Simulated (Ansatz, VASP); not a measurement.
**LuC: VASP beside Ansatz**

The input INCAR:

```
SYSTEM = LuC
PREC     = Accurate       ! precision mode
ENCUT    = 520            ! plane-wave cutoff, eV
EDIFF    = 1E-7           ! SCF threshold, eV
ISMEAR   = 0              ! smearing method
SIGMA    = 0.05           ! smearing width, eV
LREAL    = .False.        ! projectors in reciprocal space
LASPH    = .True.         ! aspherical terms in the spheres
NELM     = 100            ! most SCF steps
ALGO     = Normal         ! electronic algorithm
ISIF     = 2              ! what is computed and relaxed
LWAVE    = .False.        ! write WAVECAR
LCHARG   = .True.         ! write CHGCAR
GGA      = PS             ! functional
LELF     = .True.         ! ELF
LVHAR    = .True.       
NBANDS   = 22             ! bands
```

Contents of KPOINTS:

```
Automatic mesh
0
Gamma
  10 10 10
  0 0 0
```

File POSCAR:

```
LuC
1.0
    3.0174996544      0.0000000000      0.0000000000
    0.0000000000      3.0174996544      0.0000000000
    0.0000000000      0.0000000000      3.0174996544
Lu C
1 1
Direct
    0.0000000000      0.0000000000      0.0000000000
    0.5000000000      0.5000000000      0.5000000000
```

Input for Ansatz:

```yaml
crystal:
  lattice:
    - [3.0174996544, 0.0, 0.0]
    - [0.0, 3.0174996544, 0.0]
    - [0.0, 0.0, 3.0174996544]
  atoms:
    - { symbol: Lu, position: [0.0, 0.0, 0.0] }
    - { symbol: C, position: [0.5, 0.5, 0.5] }
basis:
  ecutwfc: 420
  ecutrho_ratio: 4
kpoints:
  mp_grid: { grid: [10, 10, 10] }
hamiltonian:
  xc: pbesol
scf:
  occupations: { method: gaussian, width: 0.05 }
output:
  forces: true
  stress: true
  eigenvalues: true
```

Alike in both runs: task single point; functional PBEsol; k mesh 10 × 10 × 10; occupations gaussian, width 0.05 eV; no spin polarisation.

```csv
,VASP,Ansatz
version,VASP 6.6.1,Ansatz 0.2.0
potentials or method,"VASP PAW PBE potentials, release 64 (Lu, C), cutoff 520 eV","scalar-relativistic, plane waves, PAW"
valence electrons in the cell,29,29
```

Ansatz gave:

```
gap on the k mesh at the Fermi level (eV) : none
pressure (GPa)                            : -5.2
```

**Question.** Which values does VASP return?

**Answer.** gap on the k mesh at the Fermi level (eV): none; pressure (GPa): -4.5.

VASP's potentials were made for PBE, not for PBEsol. A gap of «none» marks a metal or a gap that the smearing closes.

Neither program's run includes spin-orbit coupling.
